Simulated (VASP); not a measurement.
Here is a VASP 6.6.1 calculation.

INCAR

```
SYSTEM = Ti
  PREC = Accurate
  ENCUT = 520
  EDIFF = 1E-8
  ISMEAR = -1
  SIGMA = 0.05
  LREAL = .FALSE.
  LASPH = .TRUE.
  NELM = 60
  ALGO = Normal
  ISIF = 2
  LWAVE = .FALSE.
  LCHARG = .FALSE.
  GGA = PS
  LEFG = .TRUE.
  NBANDS = 12
```

Contents of KPOINTS:

```
Automatic mesh
0
G
  15 15 15
  0 0 0
```

POSCAR

```
Ti
1.0
    0.0000000000      2.0300000000      2.0300000000
    2.0300000000      0.0000000000      2.0300000000
    2.0300000000      2.0300000000      0.0000000000
Ti
1
Direct
    0.0000000000      0.0000000000      0.0000000000
```

Potentials or basis: VASP PAW PBE potentials, release 64 (Ti_sv).

Launch:

```sh
$ cat potpaw_PBE.64/Ti_sv/POTCAR > POTCAR
$ mpirun -np 1 vasp_std > vasp.out
```

Question: Predict the pressure.

Answer: -0.5 GPa.

Question: Predict the band gap on the k mesh.

Answer: Zero (band 6 reaches 9.39 eV, above the bottom of band 7 at 8.21 eV).

Caveat: without QUAD_EFG the Cq values of the log hold for a quadrupole moment of 1 mb, not for the nuclei; the PAW data sets were made with another functional, which shifts forces and pressure a little.
